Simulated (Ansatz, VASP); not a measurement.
**Two plane-wave programs on NbC**

```
CELL_PARAMETERS angstrom
0.00000 2.24140 2.24140
2.24140 0.00000 2.24140
2.24140 2.24140 0.00000
ATOMIC_POSITIONS crystal
Nb 0.00000 0.00000 0.00000
C 0.50000 0.50000 0.50000
```

Alike in both runs: functional PBE; k mesh 6 × 6 × 6; occupations gaussian, width 0.1 eV; no spin polarisation.

Ansatz relaxed the structure, and its values are those at the end. VASP's run is a single point on that final structure, the one shown.

|  | VASP | Ansatz |
| --- | --- | --- |
| version | VASP 6.6.1 | Ansatz 0.2.0 |
| potentials or method | VASP PAW PBE potentials, release 64 (Nb_sv, C), cutoff 600 eV | scalar-relativistic, plane waves, PAW |
| valence electrons in the cell | 17 | 17 |

```csv
,VASP,Ansatz,Ansatz less VASP
gap on the k mesh at the Fermi level (eV),none,none,-
pressure (GPa),-0.5,0.1,+0.65
```

A gap of «none» marks a metal or a gap that the smearing closes.

The k mesh is coarse, so the values compare programs but aren't converged.
